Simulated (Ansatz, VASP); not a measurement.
## One calculation of Si2W, two programs

Contents of INCAR:

```
SYSTEM = Si2W
PREC = Accurate ; ENCUT = 520
EDIFF = 1E-6 ; ISMEAR = 0
SIGMA = 0.020999999999999998 ; LREAL = .False.
LASPH = .True. ; NELM = 80
ALGO = Normal ; ISIF = 2
LWAVE = .False. ; LCHARG = .False.
GGA = PE ; NBANDS = 18
```

Contents of KPOINTS:

```
regular mesh
0
Gamma
  12 12 12
  0 0 0
```

POSCAR

```
Si2W
1.0
   -1.6069000000      1.6069000000      3.9149500000
    1.6069000000     -1.6069000000      3.9149500000
    1.6069000000      1.6069000000     -3.9149500000
W Si
1 2
Direct
    0.0000000000      0.0000000000      0.0000000000
    0.6653000000      0.6653000000      0.0000000000
    0.3347000000      0.3347000000      0.0000000000
```

File input.yaml:

```yaml
crystal:
  lattice:
    - [-1.6069, 1.6069, 3.91495]
    - [1.6069, -1.6069, 3.91495]
    - [1.6069, 1.6069, -3.91495]
  atoms:
    - { symbol: W, position: [0.0, 0.0, 0.0] }
    - { symbol: Si, position: [0.6653, 0.6653, 0.0] }
    - { symbol: Si, position: [0.3347, 0.3347, 0.0] }
hamiltonian:
  xc: pbe
  pseudopotentials: { kind: paw }
kpoints:
  mp_grid: { grid: [12, 12, 12] }
scf:
  occupations: { method: gaussian, width: 0.021 }
output:
  forces: true
  stress: true
  eigenvalues: true
```

Alike in both runs: task single point; functional PBE; k mesh 12 × 12 × 12; occupations gaussian, width 0.021 eV; no spin polarisation.

|  | VASP | Ansatz |
| --- | --- | --- |
| version | VASP 6.6.1 | Ansatz 0.2.0 |
| potentials or method | VASP PAW PBE potentials, release 64 (W_sv, Si) | Ansatz PAW |
| plane-wave cutoff (eV) | 520 | 420 |
| valence electrons in the cell | 22 | 22 |

|  | VASP | Ansatz | Ansatz less VASP |
| --- | --- | --- | --- |
| gap on the k mesh at the Fermi level (eV) | none | none | - |
| pressure (GPa) | 3.3 | 3.3 | -0.07 |
| traceless stress, the component that is largest in VASP (GPa) | 0.37 | 0.43 | +0.063 |
| rms of the force components (eV/Å) | 0.040 | 0.038 | -0.0013 |

Atom by atom the forces differ by 0.001 eV/Å (rms over components). A gap of «none» marks a metal or a gap that the smearing closes.

Spin-orbit coupling is off throughout.
